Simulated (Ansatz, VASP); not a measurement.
Zn2InO: VASP beside Ansatz

INCAR

```
PREC     = Accurate       # precision mode
ENCUT    = 520            # plane-wave cutoff, eV
EDIFF    = 1E-7           # SCF threshold, eV
ISMEAR   = 0              # smearing method
SIGMA    = 0.1            # smearing width, eV
LREAL    = F              # projectors in reciprocal space
LASPH    = T              # aspherical terms in the spheres
NELM     = 150            # most SCF steps
ALGO     = Normal         # electronic algorithm
ISIF     = 2              # what is computed and relaxed
LWAVE    = F              # write WAVECAR
LCHARG   = F              # write CHGCAR
ISPIN    = 2              # spin polarisation
MAGMOM   = 0 0 0 1        # initial moments
LORBIT   = 11             # projections on sites
GGA      = PE             # functional
NBANDS   = 34             # bands
```

The input KPOINTS:

```
Automatic mesh
0
Gamma
  4 4 4
```

Contents of POSCAR:

```
Zn2InO
1.0
    4.1289917100      0.0000000000      0.0000000000
    0.0000000000      4.1289917100      0.0000000000
    0.0000000000      0.0000000000      4.5980106000
Zn In O
2 1 1
Direct
    0.5000000000      0.0000000000      0.6569881400
    0.0000000000      0.5000000000      0.3430118600
    0.5000000000      0.5000000000      0.5000000000
    0.0000000000      0.0000000000      0.0000000000
```

Input for Ansatz:

```yaml
crystal:
  lattice:
    - [4.12899171, 0.0, 0.0]
    - [0.0, 4.12899171, 0.0]
    - [0.0, 0.0, 4.5980106]
  atoms:
    - { symbol: Zn, position: [0.5, 0.0, 0.65698814] }
    - { symbol: Zn, position: [0.0, 0.5, 0.34301186] }
    - { symbol: In, position: [0.5, 0.5, 0.5] }
    - { symbol: O, position: [0.0, 0.0, 0.0], spin: 1.0 }
basis:
  ecutwfc: 420
kpoints:
  mp_grid: { grid: [4, 4, 4] }
hamiltonian:
  xc: pbe
scf:
  occupations: { method: gaussian, width: 0.1 }
  lower_state_search: "off"
output:
  forces: true
  stress: true
  eigenvalues: true
  populations: true
magnetization:
  spin_polarized: true
```

Alike in both runs: task single point; functional PBE; k mesh 4 × 4 × 4; occupations gaussian, width 0.1 eV; collinear spin.

```csv
,VASP,Ansatz
version,VASP 6.6.1,Ansatz 0.2.0
potentials or method,"VASP PAW PBE potentials, release 64 (Zn, In_d, O), cutoff 520 eV","scalar-relativistic, plane waves, PAW"
valence electrons in the cell,43,43
```

```tsv
	VASP	Ansatz	Ansatz less VASP
gap on the k mesh at the Fermi level (eV)	none	none	-
pressure (GPa)	21.7	21.4	-0.33
traceless stress, the component that is largest in VASP (GPa)	-21.42	-21.19	+0.222
rms of the force components (eV/Å)	1.739	1.724	-0.0148
net moment per atom (μB)	0.00	0.00	0.000
```

Atom by atom the forces differ by 0.015 eV/Å (rms over components). A gap of «none» marks a metal or a gap that the smearing closes. Ansatz's warnings: seeded moment not kept.

The k mesh is coarse, so the values compare programs but aren't converged.
